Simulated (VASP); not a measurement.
Runs of VASP 6.6.1 on BN (Qingsongite). The structure is that of space group F-43m (No. 216), or close to it. The cells are those of the table. 

| task | cell | gap on the mesh (eV) | pressure (GPa) |
| --- | --- | --- | --- |
| single point | a = 2.518, b = 2.518, c = 2.556 Å, angles 59.5, 59.5, 61.0°, 2 atoms | 3.94 | (b) |
| single point | a = 2.582, b = 2.582, c = 2.556 Å, angles 60.3, 60.3, 59.3°, 2 atoms | (a) | -4.1 |
| relaxation of the atoms | atoms relaxed from a = 2.504 Å, angles 60.0°, 2 atoms | 4.52 | 30.0 |
| electric field gradients | a = 2.556 Å, angles 60.0°, 2 atoms | 4.46 | 3.3 |
| relaxation of the atoms | atoms relaxed from a = 2.573 Å, angles 60.0°, 2 atoms | 4.44 | -4.1 |
| single point | a = 2.504 Å, angles 60.0°, 2 atoms | 4.52 | 30.0 |
| single point | a = 2.590 Å, angles 60.0°, 2 atoms | 4.42 | -10.8 |
| relaxation of the atoms | atoms relaxed from a = 2.556 Å, angles 60.0°, 2 atoms | 4.46 | 3.3 |
| relaxation of the atoms | atoms relaxed from a = 2.531, b = 2.531, c = 2.556 Å, angles 59.7, 59.7, 60.7°, 2 atoms | 4.12 | 11.4 |
| single point | a = 2.556 Å, angles 60.0°, 2 atoms | 4.46 | 3.3 |
| single point | a = 2.573 Å, angles 60.0°, 2 atoms | 4.44 | -4.1 |

Alike in all rows: level PBE; potentials or basis VASP PAW PBE potentials, release 64 (B, N); no spin polarisation; k mesh 14 × 14 × 14; cutoff (eV) 520; smearing fermi-dirac 0.02 eV.

Estimate the missing entries.

(a) 4.26; (b) 15.7.

Caveats: the relaxation stopped at its first step, so nothing moved (some runs).

A k mesh can miss the band edges.
